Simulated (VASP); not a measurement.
# K16Cl15 (a cell with a defect) in VASP: electric field gradients with PBE

Aim: the electric field gradients of K16Cl15 (a cell with a defect) with PBE.

Everything below comes from runs of VASP 6.6.1. Logs are shortened: lines on timing, memory, paths and dates and some standing lists are left out, and cuts for length are marked.

## 1. The cell of the first run

The cell holds a defect, 31 atoms: a = 10.859 Å, b = 10.859 Å, c = 10.859 Å, α = 60.00°, β = 60.00°, γ = 60.00°.

## 2. Electric field gradients, PBE

Contents of INCAR:

```
SYSTEM = K16Cl15
PREC = Accurate
ENCUT = 520
EDIFF = 1E-8
ISMEAR = -1
SIGMA = 0.01
LREAL = Auto
LASPH = .True.
NELM = 100
ALGO = Normal
ISIF = 2
LWAVE = .False.
LCHARG = .False.
GGA = PE
LEFG = .True.
NELECT = 248.0
NBANDS = 146
```

Contents of KPOINTS:

```
Automatic mesh
0
Gamma
  2 2 2
  0 0 0
```

Contents of POSCAR:

```
K16Cl15
1.0
    0.0000000000      7.6783920000      7.6783920000
    7.6783920000      0.0000000000      7.6783920000
    7.6783920000      7.6783920000      0.0000000000
K Cl
16 15
Direct
    0.0000000000      0.0000000000      0.0000000000
    0.5000000000      0.0000000000      0.0000000000
    0.0000000000      0.5000000000      0.0000000000
    0.0000000000      0.0000000000      0.5000000000
    0.2500000000      0.2500000000      0.2500000000
    0.5000000000      0.5000000000      0.0000000000
    0.5000000000      0.0000000000      0.5000000000
    0.7500000000      0.2500000000      0.2500000000
    0.0000000000      0.5000000000      0.5000000000
    0.2500000000      0.7500000000      0.2500000000
    0.2500000000      0.2500000000      0.7500000000
    0.5000000000      0.5000000000      0.5000000000
    0.7500000000      0.7500000000      0.2500000000
    0.7500000000      0.2500000000      0.7500000000
    0.2500000000      0.7500000000      0.7500000000
    0.7500000000      0.7500000000      0.7500000000
    0.6250000000      0.1250000000      0.1250000000
    0.1250000000      0.6250000000      0.1250000000
    0.1250000000      0.1250000000      0.6250000000
    0.3750000000      0.3750000000      0.3750000000
    0.6250000000      0.6250000000      0.1250000000
    0.6250000000      0.1250000000      0.6250000000
    0.8750000000      0.3750000000      0.3750000000
    0.1250000000      0.6250000000      0.6250000000
    0.3750000000      0.8750000000      0.3750000000
    0.3750000000      0.3750000000      0.8750000000
    0.6250000000      0.6250000000      0.6250000000
    0.8750000000      0.8750000000      0.3750000000
    0.8750000000      0.3750000000      0.8750000000
    0.3750000000      0.8750000000      0.8750000000
    0.8750000000      0.8750000000      0.8750000000
```

Potentials or basis: VASP PAW PBE potentials, release 64 (K_sv, Cl).

Run with:

```console
cat potpaw_PBE.64/K_sv/POTCAR potpaw_PBE.64/Cl/POTCAR > POTCAR
mpirun -np 1 vasp_std > vasp.out
```

OUTCAR:

```text
SYSTEM = K16Cl15
   PREC = Accurate
   ENCUT = 520
   EDIFF = 1E-8
   ISMEAR = -1
   LREAL = Auto
   LASPH = .True.
   NELM = 100
   ISIF = 2
   GGA = PE
   NELECT = 248.0

 ion  position               nearest neighbor table
   1  0.000  0.000  0.000-
   2  0.500  0.000  0.000-
   3  0.000  0.500  0.000-
   4  0.000  0.000  0.500-
   5  0.250  0.250  0.250-
   6  0.500  0.500  0.000-
[... 23 lines left out ...]
  30  0.375  0.875  0.875-
  31  0.875  0.875  0.875-

  LATTYP: Found a face centered cubic cell.
 ALAT       =    15.3567840000

  Lattice vectors:

 A1 = (   0.0000000000,   7.6783920000,   7.6783920000)
 A2 = (   7.6783920000,   0.0000000000,   7.6783920000)
 A3 = (   7.6783920000,   7.6783920000,   0.0000000000)

Analysis of symmetry for initial positions (statically):
=====================================================================
 Subroutine PRICEL returns:
 Original cell was already a primitive cell.

 Routine SETGRP: Setting up the symmetry group for a
 face centered cubic supercell.

 Subroutine GETGRP returns: Found 48 space group operations
 (whereof  6 operations were pure point group operations)
 out of a pool of 48 trial point group operations.

The static configuration has the point symmetry C_3v.
 The point group associated with its full space group is O_h .

Analysis of symmetry for dynamics (positions and initial velocities):
=====================================================================
 Subroutine PRICEL returns:
 Original cell was already a primitive cell.

 Routine SETGRP: Setting up the symmetry group for a
 face centered cubic supercell.

 Subroutine GETGRP returns: Found 48 space group operations
 (whereof  6 operations were pure point group operations)
 out of a pool of 48 trial point group operations.

The dynamic configuration has the point symmetry C_3v.
 The point group associated with its full space group is O_h .

 Subroutine INISYM returns: Found 48 space group operations
 (whereof  6 operations are pure point group operations),
 and found     1 'primitive' translations

----------------------------------------------------------------------------------------

                                     Primitive cell

  volume of cell :     905.4007

  direct lattice vectors                    reciprocal lattice vectors
     0.000000000  7.678392000  7.678392000    -0.065117801  0.065117801  0.065117801
     7.678392000  0.000000000  7.678392000     0.065117801 -0.065117801  0.065117801
     7.678392000  7.678392000  0.000000000     0.065117801  0.065117801 -0.065117801

  length of vectors
    10.858886104 10.858886104 10.858886104     0.112787339  0.112787339  0.112787339

  position of ions in fractional coordinates (direct lattice)
     0.000000000  0.000000000  0.000000000
     0.500000000  0.000000000  0.000000000
     0.000000000  0.500000000  0.000000000
     0.000000000  0.000000000  0.500000000
     0.250000000  0.250000000  0.250000000
     0.500000000  0.500000000  0.000000000
[... 23 lines left out ...]
     0.375000000  0.875000000  0.875000000
     0.875000000  0.875000000  0.875000000

  ion indices of the primitive-cell ions
   primitive index   ion index
                 1           1
                 2           2
                 3           3
                 4           4
                 5           5
                 6           6
[... 23 lines left out ...]
                30          30
                31          31

----------------------------------------------------------------------------------------

 KPOINTS: Automatic mesh

Automatic generation of k-mesh.
 Grid dimensions read from file:
 generate k-points for:    2    2    2

 Generating k-lattice:

  Cartesian coordinates                     Fractional coordinates (reciprocal lattice)
    -0.032558900  0.032558900  0.032558900     0.500000000  0.000000000  0.000000000
     0.032558900 -0.032558900  0.032558900     0.000000000  0.500000000  0.000000000
     0.032558900  0.032558900 -0.032558900     0.000000000  0.000000000  0.500000000

  Length of vectors
     0.056393670  0.056393670  0.056393670

  Shift w.r.t. Gamma in fractional coordinates (k-lattice)
     0.000000000  0.000000000  0.000000000

 Subroutine IBZKPT returns following result:
 ===========================================

 Found      3 irreducible k-points:

 Following reciprocal coordinates:
            Coordinates               Weight
  0.000000  0.000000  0.000000      1.000000
  0.500000  0.000000  0.000000      4.000000
  0.500000  0.500000  0.000000      3.000000
   k-points           NKPTS =      3   k-points in BZ     NKDIM =      3   number of bands    NBANDS=    146
   number of dos      NEDOS =    301   number of ions     NIONS =     31
   total plane-waves  NPLWV = 592704
   dimension x,y,z NGX =    84 NGY =   84 NGZ =   84
   dimension x,y,z NGXF=   168 NGYF=  168 NGZF=  168
   ions per type =              16  15
   NGX,Y,Z   is equivalent  to a cutoff of  12.86, 12.86, 12.86 a.u.
   NGXF,Y,Z  is equivalent  to a cutoff of  25.72, 25.72, 25.72 a.u.
 SYSTEM =  K16Cl15
   PREC   = accura    normal or accurate (medium, high low for compatibility)
   ISTART =      0    job   : 0-new  1-cont  2-samecut
   ICHARG =      2    charge: 1-file 2-atom 10-const
   ISPIN  =      1    spin polarized calculation?
   LNONCOLLINEAR =      F non collinear calculations
   LSORBIT =      F    spin-orbit coupling
   LASPH  =      T    aspherical Exc in radial PAW
   ENCUT  =  520.0 eV  38.22 Ry    6.18 a.u.  20.19 20.19 20.19*2*pi/ulx,y,z
   NELM   =    100;   NELMIN=  2; NELMDL= -5     # of ELM steps
   EDIFF  = 0.1E-07   stopping-criterion for ELM
   LREAL  =      T    real-space projection
   EDIFFG = 0.1E-06   stopping-criterion for IOM
   NSW    =      0    number of steps for IOM
   IBRION =     -1    ionic relax: 0-MD 1-quasi-New 2-CG
   NFREE  =      0    steps in history (QN), initial steepest desc. (CG)
   ISIF   =      2    stress and relaxation
   ISYM   =      2    0-nonsym 1-usesym 2-fastsym
   POTIM  = 0.5000    time-step for ionic-motion
   TEBEG  =    0.0;   TEEND  =   0.0 temperature during run
   PSTRESS=    0.0 pullay stress
   NELECT =     248.0000    total number of electrons
   NUPDOWN=      -1.0000    fix difference up-down
   EMIN   =  10.00;   EMAX   =-10.00  energy-range for DOS
   EFERMI =   0.00;   METHOD = LEGACY
   ISMEAR =    -1;   SIGMA  =   0.01  broadening in eV -4-tet -1-fermi 0-gaus
   EFERMI_NEDOS =   21; number of points for ismear=-14 and -15
   IALGO  =     38    algorithm
   IMIX   =      4    mixing-type and parameters
     AMIX     =   0.40;   BMIX     =  1.00
     AMIX_MAG =   1.60;   BMIX_MAG =  1.00
  volume/ion in A,a.u.               =      29.21       197.10
  Fermi-wavevector in a.u.,A,eV,Ry     =   1.063192  2.009142 15.379721  1.130378
  Thomas-Fermi vector in A             =   2.198669
   LORBIT       =      0    0 simple, 1 ext, 2 COOP (PROOUT), +10 PAW based schemes
   GGA     = PE    functional components
   LHFCALC =     F    Hartree Fock is set to
   AEXX    =    0.0000 exact exchange contribution
   IVDW    =     0    specifies the selected vdW correction
   LEPSILON=     F    determine dielectric tensor
   LRPA    =     F    only Hartree local field effects (RPA)
 non-spin polarized calculation
  energy-cutoff  :      520.00
  volume of cell :      905.40
 maximum number of plane-waves:     24404
 NGX is ok and might be reduce to    84
   NGX = 41   NGY = 41   NGZ = 41

 number of electron     248.0000025 magnetization

 Free energy of the ion-electron system (eV)
  ---------------------------------------------------
  ext. energy  EPLUGINS =         0.00000000
  ---------------------------------------------------
  free energy    TOTEN  =      -103.06422542 eV

  energy without entropy =     -103.06422542  energy(sigma->0) =     -103.06422542

 E-fermi :  -0.5900     XC(G=0):  -7.8719

 val. band max:       -0.8449198471   @ k =   0.0000   0.0000   0.0000
 cond. band min:       2.8886470249   @ k =   0.0000   0.0000   0.0000
 fundamental gap:      3.7335668720
 Fermi energy:        -0.5899549344

 k-point     1 :       0.0000    0.0000    0.0000
  band No.  band energies     occupation
      1     -29.2501      2.00000
      2     -29.2401      2.00000
      3     -29.2401      2.00000
      4     -29.2401      2.00000
      5     -29.2311      2.00000
      6     -29.2311      2.00000
[... 128 lines left out ...]
    135       6.3850      0.00000
    136       6.3850      0.00000

 k-point     2 :       0.5000    0.0000    0.0000
  band No.  band energies     occupation
      1     -29.2496      2.00000
      2     -29.2406      2.00000
      3     -29.2401      2.00000
      4     -29.2401      2.00000
      5     -29.2314      2.00000
      6     -29.2310      2.00000
[... 128 lines left out ...]
    135       6.0575      0.00000
    136       6.2198      0.00000

 k-point     3 :       0.5000    0.5000    0.0000
  band No.  band energies     occupation
      1     -29.2495      2.00000
      2     -29.2407      2.00000
      3     -29.2401      2.00000
      4     -29.2401      2.00000
      5     -29.2316      2.00000
      6     -29.2310      2.00000
[... 128 lines left out ...]
    135       6.1257      0.00000
    136       6.1257      0.00000
 [bands above 136 left out]

------------------------ aborting loop because EDIFF is reached ----------------------------------------

  FORCE on cell =-STRESS in cart. coord.  units (eV):
  Direction    XX          YY          ZZ          XY          YZ          ZX
  --------------------------------------------------------------------------------------
  -------------------------------------------------------------------------------------
  Total       -6.0131600     -6.0131600     -6.0131600     -0.0000000      0.0000000     -0.0000000
  in kB      -10.6407566    -10.6407566    -10.6407566     -0.0000000      0.0000000     -0.0000000
  external PRESSURE =     -10.6407566 kB  Pullay stress =       0.0000000 kB

 VOLUME and BASIS-vectors are now :
 -----------------------------------------------------------------------------
  energy-cutoff  :      520.00
  volume of cell :      905.40
      direct lattice vectors                 reciprocal lattice vectors
     0.000000000  7.678392000  7.678392000    -0.065117801  0.065117801  0.065117801
     7.678392000  0.000000000  7.678392000     0.065117801 -0.065117801  0.065117801
     7.678392000  7.678392000  0.000000000     0.065117801  0.065117801 -0.065117801

 POSITION                                       TOTAL-FORCE (eV/Angst)
 -----------------------------------------------------------------------------------
      0.00000      0.00000      0.00000        -0.258518     -0.258518     -0.258518
      0.00000      3.83920      3.83920        -0.258518      0.258518      0.258518
      3.83920      0.00000      3.83920         0.258518     -0.258518      0.258518
      3.83920      3.83920      0.00000         0.258518      0.258518     -0.258518
      3.83920      3.83920      3.83920         0.258518      0.258518      0.258518
      3.83920      3.83920      7.67839         0.016022      0.016022     -0.016022
[... 23 lines left out ...]
     13.43719      9.59799      9.59799         0.485587      0.000000      0.000000
     13.43719     13.43719     13.43719         0.000000      0.000000      0.000000
 -----------------------------------------------------------------------------------
    total drift:                                0.000000      0.000000      0.000000

  FREE ENERGIE OF THE ION-ELECTRON SYSTEM (eV)
  ---------------------------------------------------
  free  energy   TOTEN  =      -103.0642254202 eV

  energy  without entropy=     -103.0642254202  energy(sigma->0) =     -103.06422542

 Electric field gradients (V/A^2)
---------------------------------------------------------------------
 ion       V_xx      V_yy      V_zz      V_xy      V_xz      V_yz
---------------------------------------------------------------------
   1      -0.000    -0.000    -0.000     8.413     8.413     8.413
   2       0.000    -0.000    -0.000    -8.413    -8.413     8.413
   3      -0.000     0.000    -0.000    -8.413     8.413    -8.413
   4      -0.000    -0.000     0.000     8.413    -8.413    -8.413
   5      -0.000    -0.000    -0.000     8.413     8.413     8.413
   6      -0.000    -0.000     0.000    -0.566     0.566     0.566
[... 23 lines left out ...]
  30      24.519   -12.259   -12.259    -0.001    -0.001    -0.001
  31       0.000     0.000    -0.000    -0.001    -0.001    -0.001
---------------------------------------------------------------------

 Electric field gradients after diagonalization (V/A^2)
 (convention: |V_zz| > |V_xx| > |V_yy|)
----------------------------------------------------------------------
 ion       V_xx      V_yy      V_zz     asymmetry (V_yy - V_xx)/ V_zz
----------------------------------------------------------------------
   1      -8.413    -8.413    16.827       0.000
   2      -8.413    -8.413    16.827       0.000
   3      -8.413    -8.413    16.827       0.000
   4      -8.413    -8.413    16.827       0.000
   5      -8.413    -8.413    16.827       0.000
   6       0.567     0.566    -1.133       0.000
[... 23 lines left out ...]
  30     -12.260   -12.259    24.519       0.000
  31       0.001     0.001    -0.001       0.000
----------------------------------------------------------------------

           NMR quadrupolar parameters

 Cq : quadrupolar parameter    Cq=e*Q*V_zz/h
 eta: asymmetry parameters     (V_yy - V_xx)/ V_zz
 Q  : nuclear electric quadrupole moment in mb (millibarn)
----------------------------------------------------------------------
 ion       Cq(MHz)       eta       Q (mb)
----------------------------------------------------------------------
   1       0.041       0.000       1.000
   2       0.041       0.000       1.000
   3       0.041       0.000       1.000
   4       0.041       0.000       1.000
   5       0.041       0.000       1.000
   6      -0.003       0.000       1.000
[... 23 lines left out ...]
  30       0.059       0.000       1.000
  31      -0.000       0.000       1.000
----------------------------------------------------------------------
```

It took 16 min on 1 thread of Intel Xeon Platinum 8488C (Sapphire Rapids), shared host; peak memory 1.2 GiB.

What came out:

```yaml
Free_energy: -103.0642 eV
Largest_force: 0.486 eV/Å
```

Forces on the atoms (eV/Å):
```
K   -0.259 -0.259 -0.259
K   -0.259  0.259  0.259
K    0.259 -0.259  0.259
K    0.259  0.259 -0.259
K    0.259  0.259  0.259
K    0.016  0.016 -0.016
K    0.016 -0.016  0.016
K    0.259 -0.259 -0.259
K   -0.016  0.016  0.016
K   -0.259  0.259 -0.259
K   -0.259 -0.259  0.259
K   -0.016 -0.016 -0.016
K   -0.016 -0.016  0.016
K   -0.016  0.016 -0.016
K    0.016 -0.016 -0.016
K    0.016  0.016  0.016
Cl   0.000  0.000  0.000
Cl   0.000  0.000  0.000
Cl   0.000  0.000  0.000
Cl   0.000  0.000  0.000
Cl   0.000  0.000  0.000
Cl   0.000  0.000  0.000
Cl  -0.486  0.000  0.000
Cl   0.000  0.000  0.000
Cl   0.000 -0.486  0.000
Cl   0.000  0.000 -0.486
Cl   0.000  0.000  0.000
Cl   0.000  0.000  0.486
Cl   0.000  0.486  0.000
Cl   0.486  0.000  0.000
Cl   0.000  0.000  0.000
```

Levels at points of the mesh, in eV from the Fermi level:
```csv
k point,band 122,band 123,band 124,band 125,band 126,band 127
"(0.00, 0.00, 0.00)",-0.25,-0.25,-0.25,3.48,5.23,5.86
"(0.50, 0.00, 0.00)",-0.48,-0.48,-0.48,3.72,5.13,5.71
"(0.50, 0.50, 0.00)",-0.30,-0.29,-0.29,3.73,5.34,5.60
```

Electric field gradients, principal values (V/Å²):
```csv
atom,least,middle,greatest (by size)
1 K,-8.413,-8.413,16.827
2 K,-8.413,-8.413,16.827
3 K,-8.413,-8.413,16.827
4 K,-8.413,-8.413,16.827
5 K,-8.413,-8.413,16.827
6 K,0.566,0.567,-1.133
7 K,0.566,0.567,-1.133
8 K,-8.413,-8.413,16.827
9 K,0.566,0.567,-1.133
10 K,-8.413,-8.413,16.827
11 K,-8.413,-8.413,16.827
12 K,0.566,0.566,-1.133
13 K,0.566,0.567,-1.133
14 K,0.566,0.567,-1.133
15 K,0.566,0.567,-1.133
16 K,0.566,0.566,-1.133
17 Cl,-2.787,-3.191,5.977
18 Cl,-2.787,-3.191,5.977
19 Cl,-2.787,-3.191,5.977
20 Cl,-0.001,0.001,0.001
21 Cl,-2.788,-3.191,5.979
22 Cl,-2.788,-3.191,5.979
23 Cl,-12.259,-12.260,24.519
24 Cl,-2.788,-3.191,5.979
25 Cl,-12.259,-12.260,24.519
26 Cl,-12.259,-12.260,24.519
27 Cl,-0.001,0.001,0.001
28 Cl,-12.259,-12.260,24.519
29 Cl,-12.259,-12.260,24.519
30 Cl,-12.259,-12.260,24.519
31 Cl,-0.001,0.001,0.001
```

Caveat: the cell carries a net charge on a neutralising background, which shifts energy and pressure; the cell is charged against a uniform background, so pressure and absolute levels hang on convention; without QUAD_EFG the Cq values of the log hold for a quadrupole moment of 1 mb, not for the nuclei.
